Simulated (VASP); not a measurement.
Set up this calculation in VASP 6.6.1, as the native input.

- Task: single point
- Functional: PBE
- Potentials or basis: VASP PAW PBE potentials, release 64 (Ba_sv, Ti_sv, O)
- Cutoff: 520 eV
- k mesh: 4 × 4 × 2
- Occupations: gaussian, width 0.1 eV
- Spin: no spin polarisation
- Dipole correction: no
- Further INCAR settings: ALGO = Normal; EDIFF = 1e-07; NBANDS = 51

The structure of BaTiO3 lies in POSCAR:

```
BaTiO3
1.0
   -2.8696496634     -1.6558787581     -2.3633932728
   -0.0020267685      3.3040767481     -2.3558205257
    5.7178013725     -3.3035821702     -4.7057151195
Ba Ti O
2 2 6
Direct
    0.9941441801      0.9949778931      0.9975517658
    0.9941516796      0.9949661004      0.4975504821
    0.4792665832      0.4808353015      0.7405051107
    0.4792548486      0.4808536397      0.2405033743
    0.5122550547      0.0219987246      0.7559784344
    0.5122697061      0.0220132026      0.2559771536
    0.5122577068      0.5119932694      0.5109003587
    0.5122696091      0.5119973213      0.0108987269
    0.0233635720      0.5114849147      0.7557186347
    0.0233669596      0.5114795325      0.2557159086
```

One way to write it, as run:

INCAR

```
PREC     = Accurate       # precision mode
ENCUT    = 520            # plane-wave cutoff, eV
EDIFF    = 1E-7           # SCF threshold, eV
ISMEAR   = 0              # smearing method
SIGMA    = 0.1            # smearing width, eV
LREAL    = F              # projectors in reciprocal space
LASPH    = T              # aspherical terms in the spheres
NELM     = 100            # most SCF steps
ALGO     = Normal         # electronic algorithm
ISIF     = 2              # what is computed and relaxed
LWAVE    = F              # write WAVECAR
LCHARG   = F              # write CHGCAR
GGA      = PE             # functional
NBANDS   = 51             # bands
```

KPOINTS

```
regular mesh
0
Gamma
  4 4 2
```

Potentials or basis: VASP PAW PBE potentials, release 64 (Ba_sv, Ti_sv, O).

Run with:

```console
$ cat potpaw_PBE.64/Ba_sv/POTCAR potpaw_PBE.64/Ti_sv/POTCAR potpaw_PBE.64/O/POTCAR > POTCAR
$ mpirun -np 1 vasp_std > vasp.out
```

Results of the run:

```yaml
Pressure: 1.6 GPa
Largest_force: 0.089 eV/Å
Band_gap_on_the_k_mesh: 2.59 eV
```

Caveat: spin-orbit coupling is left out, which moves the levels of the heavy elements.

Wall time 110 s on 1 thread of AMD EPYC 9R45 96-Core Processor (Zen 5), on a shared host, peak memory 0.25 GiB.
